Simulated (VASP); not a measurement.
A run of VASP 6.6.1 is set up as follows.

INCAR

```
SYSTEM = Zn15S16
PREC = Accurate ; ENCUT = 520
EDIFF = 1E-6 ; ISMEAR = 0
SIGMA = 0.02 ; LREAL = Auto
LASPH = .TRUE. ; NELM = 100
ALGO = Normal ; ISIF = 2
LWAVE = .FALSE. ; LCHARG = .TRUE.
GGA = PS ; LELF = .TRUE.
LVHAR = .TRUE. ; NELECT = 278.0
NBANDS = 159
```

The input KPOINTS:

```
Automatic mesh
0
Gamma
  2 2 2
  0.5 0.5 0.5
```

The input POSCAR:

```
Zn15S16
1.0
    5.3560909598      5.3560909598     -5.3560909598
   -5.3560909598     -5.3560909598     -5.3560909598
   -5.3560909598      5.3560909598      5.3560909598
Zn S
15 16
Direct
    0.2596968982      0.0016352972      0.7500000000
    0.7516352972      0.5096968982      0.7500000000
    0.7403031018     -0.0096968982      0.2419383990
   -0.0080616010      0.9903031018     -0.0096968982
    0.2596968982      0.7500000000      0.0016352972
    0.5000000000      0.5096968982      0.0016352972
    0.7403031018      0.2419383990     -0.0096968982
    0.0000000000      0.2500000000      0.7500000000
    0.5000000000      0.0016352972      0.5096968982
    0.7516352972      0.7500000000      0.5096968982
    0.0000000000      0.7500000000      0.2500000000
    0.2483647028      0.4983647028      0.2580616010
    0.5000000000      0.2500000000      0.2500000000
    0.0080616010      0.4983647028      0.4983647028
    0.2483647028      0.2580616010      0.4983647028
    0.2502974831     -0.0004040144     -0.0004040144
    0.5000000000      0.7500000000     -0.0095073845
    0.7495959856      0.5002974831     -0.0004040144
    0.7495959856     -0.0004040144      0.5002974831
   -0.0007014976     -0.0002974831      0.2492985024
    0.2504040144      0.7500000000      0.2507014976
    0.5000000000      0.5004040144      0.2507014976
    0.7497025169      0.2492985024      0.2492985024
   -0.0007014976      0.2492985024     -0.0002974831
    0.5000000000     -0.0095073845      0.7500000000
    0.7404926155      0.7500000000      0.7500000000
    0.0007014976      0.7500000000      0.5004040144
    0.2595073845      0.5095073845      0.5095073845
    0.5000000000      0.2507014976      0.5004040144
    0.0007014976      0.5004040144      0.7500000000
    0.2504040144      0.2507014976      0.7500000000
```

Potentials or basis: VASP PAW PBE potentials, release 64 (Zn, S).

Launch:

```console
$ cat potpaw_PBE.64/Zn/POTCAR potpaw_PBE.64/S/POTCAR > POTCAR
$ mpirun -np 1 vasp_std > vasp.out
```

Question: Predict the largest force.

Answer: 0.028 eV/Å.

Forces on the atoms (eV/Å):
```
Zn  -0.003 -0.003 -0.009
Zn   0.003  0.003 -0.009
Zn  -0.003  0.003  0.009
Zn   0.009  0.003 -0.003
Zn  -0.003  0.009  0.003
Zn  -0.009  0.003  0.003
Zn  -0.003 -0.009 -0.003
Zn   0.000  0.000  0.000
Zn  -0.009 -0.003 -0.003
Zn   0.003  0.009 -0.003
Zn   0.000  0.000  0.000
Zn   0.003 -0.003  0.009
Zn   0.000  0.000  0.000
Zn   0.009 -0.003  0.003
Zn   0.003 -0.009  0.003
S    0.001 -0.011  0.011
S    0.016 -0.016 -0.016
S    0.011 -0.001  0.011
S    0.011 -0.011  0.001
S   -0.011 -0.001 -0.011
S    0.011  0.001 -0.011
S   -0.001 -0.011 -0.011
S    0.001  0.011 -0.011
S   -0.011  0.011  0.001
S    0.016  0.016  0.016
S   -0.016 -0.016  0.016
S   -0.011  0.001  0.011
S   -0.016  0.016 -0.016
S   -0.001  0.011  0.011
S   -0.011 -0.011 -0.001
S    0.011  0.011 -0.001
```

Caveat: the cell carries a net charge on a neutralising background, which shifts energy and pressure; the cell differs from its parent crystal (atoms taken out, then relaxed in part); the PAW data sets were made with another functional, which shifts forces and pressure a little.
